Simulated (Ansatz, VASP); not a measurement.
## Pt in VASP and in Ansatz

```
CELL_PARAMETERS angstrom
2.89377 0.00000 0.00000
-1.44689 2.50608 0.00000
0.00000 0.00000 9.33299
ATOMIC_POSITIONS crystal
Pt 0.00000 0.00000 0.00000
Pt 0.00000 0.00000 0.50000
Pt 0.33333 0.66667 0.75000
Pt 0.66667 0.33333 0.25000
```

Alike in both runs: task relaxation of cell and atoms; functional PBEsol; k mesh 6 × 6 × 2; occupations gaussian, width 0.1 eV; no spin polarisation.

|  | VASP | Ansatz |
| --- | --- | --- |
| version | VASP 6.6.1 | Ansatz 0.2.0 |
| potentials or method | VASP PAW PBE potentials, release 64 (Pt), cutoff 600 eV | scalar-relativistic, plane waves, PAW |
| valence electrons in the cell | 40 | 72 |

|  | VASP | Ansatz | Ansatz less VASP |
| --- | --- | --- | --- |
| gap on the k mesh at the Fermi level, each at its own relaxed structure (eV) | none | none | - |
| relaxed volume (Å³/atom) | 15.01 | 15.02 | +0.013 |
| relaxed length of the cell vector where the two differ most in proportion (Å) | 9.236 | 9.246 | +0.0103 |

VASP's potentials were made for PBE, not for PBEsol. A gap of «none» marks a metal or a gap that the smearing closes. VASP's potentials hold 40 valence electrons a cell and Ansatz's 72, so a difference there can come from the potentials and not from the codes.

The k mesh is coarse, so the values compare programs but aren't converged. Spin-orbit coupling is off throughout. Noted on VASP's run: too few bands were computed for a metal, which touches its energy and stress.
